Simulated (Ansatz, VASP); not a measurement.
## MoS2 in VASP and in Ansatz

The input INCAR:

```
SYSTEM = MoS2
ALGO = Normal
EDIFF = 1E-7
ENCUT = 520
GGA = PE
ISIF = 2
ISMEAR = -1
LASPH = .TRUE.
LCHARG = .TRUE.
LELF = .TRUE.
LREAL = .FALSE.
LVHAR = .TRUE.
LWAVE = .FALSE.
NBANDS = 35
NELM = 60
PREC = Accurate
SIGMA = 0.03
```

File KPOINTS:

```
k-points
0
G
  10 10 3
  0 0 0
```

POSCAR

```
MoS2
1.0
    3.1610016016      0.0000000000      0.0000000000
   -1.5805008008      2.7375076884      0.0000000000
    0.0000000000      0.0000000000     12.1720500000
Mo S
2 4
Direct
    0.3333333333      0.6666666667      0.2500000000
    0.6666666667      0.3333333333      0.7500000000
    0.3333333333      0.6666666667      0.6275000000
    0.6666666667      0.3333333333      0.1275000000
    0.3333333333      0.6666666667      0.8725000000
    0.6666666667      0.3333333333      0.3725000000
```

Input for Ansatz:

```yaml
crystal:
  lattice:
    - [3.1610016016, 0.0, 0.0]
    - [-1.5805008008, 2.7375076884, 0.0]
    - [0.0, 0.0, 12.17205]
  atoms:
    - { symbol: Mo, position: [0.3333333333, 0.6666666667, 0.25] }
    - { symbol: Mo, position: [0.6666666667, 0.3333333333, 0.75] }
    - { symbol: S, position: [0.3333333333, 0.6666666667, 0.6275] }
    - { symbol: S, position: [0.6666666667, 0.3333333333, 0.1275] }
    - { symbol: S, position: [0.3333333333, 0.6666666667, 0.8725] }
    - { symbol: S, position: [0.6666666667, 0.3333333333, 0.3725] }
kpoints:
  mp_grid: { grid: [10, 10, 3] }
  band_path:
    path:
      - [0.0, 0.0, 0.0]
      - [0.5, 0.0, 0.0]
      - [0.3333333333, 0.3333333333, 0.0]
      - [0.0, 0.0, 0.0]
      - [0.0, 0.0, 0.5]
      - [0.5, 0.0, 0.5]
      - [0.3333333333, 0.3333333333, 0.5]
      - [0.0, 0.0, 0.5]
      - [0.5, 0.0, 0.5]
    npoints: 5
scf:
  occupations: { method: fermi_dirac, width: 0.03 }
hamiltonian:
  xc: pbe
  pseudopotentials: { kind: all_electron, lapw: { basis_error: 0.001 } }
output:
  forces: true
  stress: true
  eigenvalues: true
```

Change from the starting cell: zz strain of -1 %.

Alike in both runs: task single point; functional PBE; k mesh 10 × 10 × 3; occupations fermi-dirac, width 0.03 eV; no spin polarisation.

|  | VASP | Ansatz |
| --- | --- | --- |
| version | VASP 6.6.1 | Ansatz 0.2.0 |
| potentials or method | VASP PAW PBE potentials, release 64 (Mo_sv, S), cutoff 520 eV | all-electron LAPW, scalar-relativistic |

VASP gave:

```
pressure (GPa)                                                : 10.6
traceless stress, the component that is largest in VASP (GPa) : 5.72
rms of the force components (eV/Å)                            : 0.717
```

Q: What did Ansatz give for the same quantities?

A: Pressure (GPa): 10.8; traceless stress, the component that is largest in VASP (GPa): 5.77; rms of the force components (eV/Å): 0.727.

Atom by atom the forces differ by 0.010 eV/Å (rms over components). Ansatz ran all-electron here, and VASP with PAW potentials.
